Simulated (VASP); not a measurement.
# TaN (P-6m2) in VASP: a series of runs

The runs below take TaN through single point, with PBEsol.

Program: VASP 6.6.1. These are calculated values, not measurements. Logs are shortened: lines on timing, memory, paths and dates and some standing lists are left out, and cuts for length are marked.

## (1) The cell of the first run

It takes space group P-6m2 (No. 187, hexagonal). Conventional cell: a = 3.020 Å, b = 3.020 Å, c = 2.906 Å, α = 90.00°, β = 90.00°, γ = 120.00°. Within 3.1 Å of Ta (site symmetry -6m2) lie 6 N at 2.27 Å and 8 Ta at 2.91 to 3.02 Å. N (site symmetry -6m2) has 6 Ta at 2.27 Å and 8 N at 2.91 to 3.02 Å within 3.1 Å.

## (2) Single point, PBEsol (11.48 Å³/atom)

File INCAR:

```
  PREC = Accurate
  ENCUT = 520
  EDIFF = 1E-7
  ISMEAR = 0
  SIGMA = 0.15
  LREAL = F
  LASPH = T
  NELM = 60
  ALGO = Normal
  ISIF = 2
  LWAVE = F
  LCHARG = F
  GGA = PS
  NBANDS = 15
```

File KPOINTS:

```
Automatic mesh
0
Gamma
  21 21 18
```

File POSCAR:

```
TaN
1.0
    3.0200794360      0.0000000000      0.0000000000
   -1.5100397180      2.6154655131      0.0000000000
    0.0000000000      0.0000000000      2.9062224413
Ta N
1 1
Direct
    0.3333333333      0.6666666667      0.5000000000
    0.0000000000      0.0000000000      0.0000000000
```

Potentials or basis: VASP PAW PBE potentials, release 64 (Ta_pv, N).

Started as:

```
$ cat potpaw_PBE.64/Ta_pv/POTCAR potpaw_PBE.64/N/POTCAR > POTCAR
$ mpirun -np 1 vasp_std > vasp.out
```

OUTCAR:

```text
PREC = Accurate
   ENCUT = 520
   EDIFF = 1E-7
   ISMEAR = 0
   LREAL = F
   LASPH = T
   NELM = 60
   ISIF = 2
   GGA = PS

 ion  position               nearest neighbor table
   1  0.333  0.667  0.500-   2 2.27   2 2.27   2 2.27   2 2.27   2 2.27   2 2.27
   2  0.000  0.000  0.000-   1 2.27   1 2.27   1 2.27   1 2.27   1 2.27   1 2.27

  LATTYP: Found a hexagonal cell.
 ALAT       =     3.0200794360
 C/A-ratio  =     0.9623000000

  Lattice vectors:

 A1 = (   3.0200794360,   0.0000000000,   0.0000000000)
 A2 = (  -1.5100397180,   2.6154655131,   0.0000000000)
 A3 = (   0.0000000000,   0.0000000000,   2.9062224413)

Analysis of symmetry for initial positions (statically):
=====================================================================
 Subroutine PRICEL returns:
 Original cell was already a primitive cell.

 Routine SETGRP: Setting up the symmetry group for a
 hexagonal supercell.

 Subroutine GETGRP returns: Found 12 space group operations
 (whereof 12 operations were pure point group operations)
 out of a pool of 24 trial point group operations.

The static configuration has the point symmetry D_3h.

Analysis of symmetry for dynamics (positions and initial velocities):
=====================================================================
 Subroutine PRICEL returns:
 Original cell was already a primitive cell.

 Routine SETGRP: Setting up the symmetry group for a
 hexagonal supercell.

 Subroutine GETGRP returns: Found 12 space group operations
 (whereof 12 operations were pure point group operations)
 out of a pool of 24 trial point group operations.

The dynamic configuration has the point symmetry D_3h.

 Subroutine INISYM returns: Found 12 space group operations
 (whereof 12 operations are pure point group operations),
 and found     1 'primitive' translations

----------------------------------------------------------------------------------------

                                     Primitive cell

  volume of cell :      22.9560

  direct lattice vectors                    reciprocal lattice vectors
     3.020079436  0.000000000  0.000000000     0.331117118  0.191170557  0.000000000
    -1.510039718  2.615465513  0.000000000     0.000000000  0.382341115  0.000000000
     0.000000000  0.000000000  2.906222441     0.000000000  0.000000000  0.344089284

  length of vectors
     3.020079436  3.020079436  2.906222441     0.382341115  0.382341115  0.344089284

  position of ions in fractional coordinates (direct lattice)
     0.333333333  0.666666667  0.500000000
     0.000000000  0.000000000  0.000000000

  ion indices of the primitive-cell ions
   primitive index   ion index
                 1           1
                 2           2

----------------------------------------------------------------------------------------

 KPOINTS: Automatic mesh

Automatic generation of k-mesh.
 Grid dimensions read from file:
 generate k-points for:   21   21   18

 Generating k-lattice:

  Cartesian coordinates                     Fractional coordinates (reciprocal lattice)
     0.015767482  0.009103360  0.000000000     0.047619048  0.000000000  0.000000000
     0.000000000  0.018206720  0.000000000     0.000000000  0.047619048  0.000000000
     0.000000000  0.000000000  0.019116071     0.000000000  0.000000000  0.055555556

  Length of vectors
     0.018206720  0.018206720  0.019116071

  Shift w.r.t. Gamma in fractional coordinates (k-lattice)
     0.000000000  0.000000000  0.000000000

 Subroutine IBZKPT returns following result:
 ===========================================

 Found    480 irreducible k-points:

 Following reciprocal coordinates:
            Coordinates               Weight
  0.000000  0.000000  0.000000      1.000000
  0.047619  0.000000  0.000000      6.000000
  0.095238  0.000000  0.000000      6.000000
  0.142857  0.000000  0.000000      6.000000
  0.190476  0.000000  0.000000      6.000000
  0.238095  0.000000  0.000000      6.000000
[... 16 lines left out ...]
  0.142857  0.095238  0.000000     12.000000
  0.190476  0.095238  0.000000     12.000000
 [... further k-points ...]
   k-points           NKPTS =    480   k-points in BZ     NKDIM =    480   number of bands    NBANDS=     15
   number of dos      NEDOS =    301   number of ions     NIONS =      2
   total plane-waves  NPLWV =  13824
   dimension x,y,z NGX =    24 NGY =   24 NGZ =   24
   dimension x,y,z NGXF=    48 NGYF=   48 NGZF=   48
   ions per type =               1   1
   NGX,Y,Z   is equivalent  to a cutoff of  13.21, 13.21, 13.73 a.u.
   NGXF,Y,Z  is equivalent  to a cutoff of  26.42, 26.42, 27.46 a.u.
 SYSTEM =  unknown system
   PREC   = accura    normal or accurate (medium, high low for compatibility)
   ISTART =      0    job   : 0-new  1-cont  2-samecut
   ICHARG =      2    charge: 1-file 2-atom 10-const
   ISPIN  =      1    spin polarized calculation?
   LNONCOLLINEAR =      F non collinear calculations
   LSORBIT =      F    spin-orbit coupling
   LASPH  =      T    aspherical Exc in radial PAW
   ENCUT  =  520.0 eV  38.22 Ry    6.18 a.u.   5.62  5.62  5.40*2*pi/ulx,y,z
   NELM   =     60;   NELMIN=  2; NELMDL= -5     # of ELM steps
   EDIFF  = 0.1E-06   stopping-criterion for ELM
   LREAL  =      F    real-space projection
   EDIFFG = 0.1E-05   stopping-criterion for IOM
   NSW    =      0    number of steps for IOM
   IBRION =     -1    ionic relax: 0-MD 1-quasi-New 2-CG
   NFREE  =      0    steps in history (QN), initial steepest desc. (CG)
   ISIF   =      2    stress and relaxation
   ISYM   =      2    0-nonsym 1-usesym 2-fastsym
   POTIM  = 0.5000    time-step for ionic-motion
   TEBEG  =    0.0;   TEEND  =   0.0 temperature during run
   PSTRESS=    0.0 pullay stress
   NELECT =      16.0000    total number of electrons
   NUPDOWN=      -1.0000    fix difference up-down
   EMIN   =  10.00;   EMAX   =-10.00  energy-range for DOS
   EFERMI =   0.00;   METHOD = LEGACY
   ISMEAR =     0;   SIGMA  =   0.15  broadening in eV -4-tet -1-fermi 0-gaus
   EFERMI_NEDOS =   21; number of points for ismear=-14 and -15
   IALGO  =     38    algorithm
   IMIX   =      4    mixing-type and parameters
     AMIX     =   0.40;   BMIX     =  1.00
     AMIX_MAG =   1.60;   BMIX_MAG =  1.00
  volume/ion in A,a.u.               =      11.48        77.46
  Fermi-wavevector in a.u.,A,eV,Ry     =   1.451497  2.742931 28.665339  2.106843
  Thomas-Fermi vector in A             =   2.568987
   LORBIT       =      0    0 simple, 1 ext, 2 COOP (PROOUT), +10 PAW based schemes
   GGA     = PS    functional components
   LHFCALC =     F    Hartree Fock is set to
   AEXX    =    0.0000 exact exchange contribution
   IVDW    =     0    specifies the selected vdW correction
   LEPSILON=     F    determine dielectric tensor
   LRPA    =     F    only Hartree local field effects (RPA)
 non-spin polarized calculation
 Gauss-broadening in eV      SIGMA  =   0.15
  energy-cutoff  :      520.00
  volume of cell :       22.96
 maximum number of plane-waves:       636
 NGX is ok and might be reduce to    24
   NGX = 11   NGY = 11   NGZ = 11

 number of electron      16.0000000 magnetization

 Free energy of the ion-electron system (eV)
  ---------------------------------------------------
  ext. energy  EPLUGINS =         0.00000000
  ---------------------------------------------------
  free energy    TOTEN  =       -23.67402441 eV

  energy without entropy =      -23.67316462  energy(sigma->0) =      -23.67359452

 E-fermi :   7.4398     XC(G=0): -13.1603

 val. band max:        7.3934457790   @ k =   0.0000   0.0000   0.4444
 cond. band min:       7.4533447876   @ k =   0.0476   0.0000   0.5000
 fundamental gap:      0.0598990086
 Fermi energy:         7.4398308310

 k-point     1 :       0.0000    0.0000    0.0000
  band No.  band energies     occupation
      1     -27.4657      2.00000
      2     -27.2941      2.00000
      3     -27.2941      2.00000
      4      -9.8321      2.00000
      5       3.0142      2.00000
      6       3.0142      2.00000
      7       3.5545      2.00000
      8       4.7438      2.00000
      9       9.0514      0.00000
     10      10.8643      0.00000
     11      10.8643      0.00000
     12      11.1181      0.00000
     13      11.1181      0.00000
     14      20.0758      0.00000
     15      20.6354      0.00000

 k-point     2 :       0.0476    0.0000    0.0000
  band No.  band energies     occupation
      1     -27.4634      2.00000
      2     -27.3128      2.00000
      3     -27.2981      2.00000
      4      -9.7900      2.00000
      5       2.8670      2.00000
      6       3.0468      2.00000
      7       3.6167      2.00000
      8       4.6816      2.00000
      9       9.2230      0.00000
     10      10.7708      0.00000
     11      10.8683      0.00000
     12      11.0972      0.00000
     13      11.1795      0.00000
     14      20.0616      0.00000
     15      20.6328      0.00000

 k-point     3 :       0.0952    0.0000    0.0000
  band No.  band energies     occupation
      1     -27.4568      2.00000
      2     -27.3671      2.00000
      3     -27.3100      2.00000
      4      -9.6671      2.00000
      5       2.4956      2.00000
      6       3.1409      2.00000
      7       3.7743      2.00000
      8       4.5082      2.00000
      9       9.6722      0.00000
     10      10.5305      0.00000
     11      10.8847      0.00000
     12      11.0370      0.00000
     13      11.3468      0.00000
     14      20.0232      0.00000
     15      20.6269      0.00000

 k-point     4 :       0.1429    0.0000    0.0000
  band No.  band energies     occupation
      1     -27.4511      2.00000
      2     -27.4463      2.00000
      3     -27.3284      2.00000
      4      -9.4725      2.00000
      5       2.0061      2.00000
      6       3.2867      2.00000
      7       3.9967      2.00000
      8       4.2560      2.00000
      9      10.0106      0.00000
     10      10.4928      0.00000
     11      10.9247      0.00000
     12      10.9445      0.00000
     13      11.5776      0.00000
     14      19.9803      0.00000
     15      20.6213      0.00000
[... 307 lines left out ...]
 k-point    22 :       0.0952    0.0952    0.0000
  band No.  band energies     occupation
      1     -27.4932      2.00000
      2     -27.4403      2.00000
      3     -27.3437      2.00000
      4      -9.3613      2.00000
      5       1.7813      2.00000
      6       3.3370      2.00000
      7       4.1212      2.00000
      8       4.1246      2.00000
      9       9.8757      0.00000
     10      10.7633      0.00000
     11      10.8284      0.00000
     12      10.9892      0.00000
     13      11.7604      0.00000
     14      19.9861      0.00000
     15      20.6201      0.00000

 k-point    23 :       0.1429    0.0952    0.0000
  band No.  band energies     occupation
      1     -27.5877      2.00000
      2     -27.4275      2.00000
      3     -27.3715      2.00000
      4      -9.1187      2.00000
      5       1.3283      2.00000
      6       3.4637      2.00000
      7       3.8586      2.00000
      8       4.3673      2.00000
      9       9.5594      0.00000
     10      10.6532      0.00000
     11      11.1174      0.00000
     12      11.4182      0.00000
     13      12.0469      0.00000
     14      20.0120      0.00000
     15      20.6187      0.00000

 k-point    24 :       0.1905    0.0952    0.0000
  band No.  band energies     occupation
      1     -27.6919      2.00000
      2     -27.4131      2.00000
      3     -27.4030      2.00000
      4      -8.8394      2.00000
      5       0.8819      2.00000
      6       3.5728      2.00000
      7       3.5848      2.00000
      8       4.6157      2.00000
      9       9.3065      0.00000
     10      10.4587      0.00000
     11      11.3078      0.00000
     12      12.1074      0.00000
     13      12.3228      0.00000
     14      20.0880      0.00000
     15      20.6205      0.00000

 [... further k-points ...]

------------------------ aborting loop because EDIFF is reached ----------------------------------------

  FORCE on cell =-STRESS in cart. coord.  units (eV):
  Direction    XX          YY          ZZ          XY          YZ          ZX
  --------------------------------------------------------------------------------------
  -------------------------------------------------------------------------------------
  Total       -3.6527855     -3.6527855     -2.4131655      0.0000000      0.0000000      0.0000000
  in kB     -254.9403233   -254.9403233   -168.4230259      0.0000000      0.0000000      0.0000000
  external PRESSURE =    -226.1012241 kB  Pullay stress =       0.0000000 kB

 VOLUME and BASIS-vectors are now :
 -----------------------------------------------------------------------------
  energy-cutoff  :      520.00
  volume of cell :       22.96
      direct lattice vectors                 reciprocal lattice vectors
     3.020079436  0.000000000  0.000000000     0.331117118  0.191170557  0.000000000
    -1.510039718  2.615465513  0.000000000     0.000000000  0.382341115  0.000000000
     0.000000000  0.000000000  2.906222441     0.000000000  0.000000000  0.344089284

 POSITION                                       TOTAL-FORCE (eV/Angst)
 -----------------------------------------------------------------------------------
     -0.00000      1.74364      1.45311        -0.000000      0.000000      0.000000
      0.00000      0.00000      0.00000         0.000000     -0.000000      0.000000
 -----------------------------------------------------------------------------------
    total drift:                                0.000000     -0.000000     -0.000000

  FREE ENERGIE OF THE ION-ELECTRON SYSTEM (eV)
  ---------------------------------------------------
  free  energy   TOTEN  =       -23.6740244114 eV

  energy  without entropy=      -23.6731646246  energy(sigma->0) =      -23.67359452
```

Wall time 2.4 min (1 thread of Intel Xeon 8259CL, shared host); peak memory 0.28 GiB.

What came out:

```
Free energy            : -23.6740 eV
Pressure               : -22.6 GPa
Band gap on the k mesh : zero (bands 8 and 9 overlap by 0.31 eV)
```

Stress tensor (GPa, compression positive):
```
-25.49   0.00   0.00
  0.00 -25.49   0.00
  0.00   0.00 -16.84
```

Levels at points of the mesh, in eV from the Fermi level:
| k point | band 5 | band 6 | band 7 | band 8 | band 9 | band 10 | band 11 | band 12 |
| --- | --- | --- | --- | --- | --- | --- | --- | --- |
| (0.00, 0.00, 0.00) | -4.43 | -4.43 | -3.89 | -2.70 | 1.61 | 3.42 | 3.42 | 3.68 |
| (0.00, 0.00, 0.50) | -8.96 | -3.66 | -3.66 | -0.06 | -0.06 | 2.53 | 3.00 | 3.00 |

Caveat: the cell stands under tension; the PAW data sets were made with another functional, which shifts forces and pressure a little; spin-orbit coupling is left out, which moves the levels of the heavy elements.

## (3) Single point, PBEsol (11.48 Å³/atom)

File INCAR:

```
ALGO     = Normal         # electronic algorithm
EDIFF    = 1E-6           # SCF threshold, eV
ENCUT    = 520            # plane-wave cutoff, eV
GGA      = PS             # functional
ISIF     = 2              # what is computed and relaxed
ISMEAR   = 0              # smearing method
LASPH    = T              # aspherical terms in the spheres
LCHARG   = F              # write CHGCAR
LREAL    = F              # projectors in reciprocal space
LWAVE    = F              # write WAVECAR
NBANDS   = 15             # bands
NELM     = 100            # most SCF steps
PREC     = Accurate       # precision mode
SIGMA    = 0.15           # smearing width, eV
```

File KPOINTS:

```
k-points
0
Gamma
  21 21 18
```

File POSCAR:

```
TaN
1.0
    2.9404645950      0.0000000000      0.0000000000
   -1.4702322975      2.5465170382      0.0000000000
    0.0000000000      0.0000000000      3.0657283867
Ta N
1 1
Direct
    0.3333333333      0.6666666667      0.5000000000
    0.0000000000      0.0000000000      0.0000000000
```

Potentials or basis: VASP PAW PBE potentials, release 64 (Ta_pv, N).

Started as:

```
$ cat potpaw_PBE.64/Ta_pv/POTCAR potpaw_PBE.64/N/POTCAR > POTCAR
$ mpirun -np 1 vasp_std > vasp.out
```

Wall time 2.6 min (1 thread of Intel Xeon 8259CL, shared host); peak memory 0.28 GiB.

Results (log left out):

```yaml
Free_energy: -23.5699 eV
Pressure: -23.7 GPa
Band_gap_on_the_k_mesh: zero (bands 8 and 9 overlap by 0.40 eV)
```

Stress tensor (GPa, compression positive):
```
-11.79   0.00   0.00
  0.00 -11.79   0.00
  0.00   0.00 -47.46
```

Levels at points of the mesh, in eV from the Fermi level:
| k point | band 6 | band 7 | band 8 | band 9 | band 10 | band 11 |
| --- | --- | --- | --- | --- | --- | --- |
| (0.00, 0.00, 0.00) | -3.76 | -3.76 | -3.10 | 2.31 | 3.05 | 3.05 |
| (0.00, 0.00, 0.50) | -2.97 | -2.97 | -0.11 | -0.11 | 1.43 | 3.52 |

Caveat: the cell stands under tension; the PAW data sets were made with another functional, which shifts forces and pressure a little; spin-orbit coupling is left out, which moves the levels of the heavy elements.

[end of part 1 of 2]
